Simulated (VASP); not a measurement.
Input of a VASP 6.6.1 run:

Contents of INCAR:

```
SYSTEM = KF
ALGO = Normal
EDIFF = 1E-6
ENCUT = 520
GGA = PE
ISIF = 2
ISMEAR = -1
LASPH = .TRUE.
LCHARG = .FALSE.
LNONCOLLINEAR = .TRUE.
LORBIT = 11
LREAL = .FALSE.
LWAVE = .FALSE.
MAGMOM = -0.036 0.113 0.308 0 0 0
NBANDS = 28
NELM = 150
PREC = Accurate
SIGMA = 0.1
```

The input KPOINTS:

```
k-points
0
G
  6 6 6
  0 0 0
```

The input POSCAR:

```
KF
1.0
    3.2370821598      0.0000000000      0.0000000000
    0.0000000000      3.2370821598      0.0000000000
    0.0000000000      0.0000000000      3.2370821598
K F
1 1
Direct
    0.0000000000      0.0000000000      0.0000000000
    0.5000000000      0.5000000000      0.5000000000
```

Potentials or basis: VASP PAW PBE potentials, release 64 (K_sv, F).

Run with:

```console
$ cat potpaw_PBE.64/K_sv/POTCAR potpaw_PBE.64/F/POTCAR > POTCAR
$ mpirun -np 1 vasp_ncl > vasp.out
```

**Question.** What does it give for the pressure?

**Answer.** 0.7 GPa.

**Question.** Predict the band gap on the k mesh.

**Answer.** 6.40 eV (least direct gap 6.45 eV).

**Question.** What does it give for the net moment?

**Answer.** 0.00 μB per cell.

Moments on the atoms (μB; x, y, z):
```
K   0.00 0.00 0.00
F   0.00 0.00 0.00
```

A k mesh can miss the band edges.
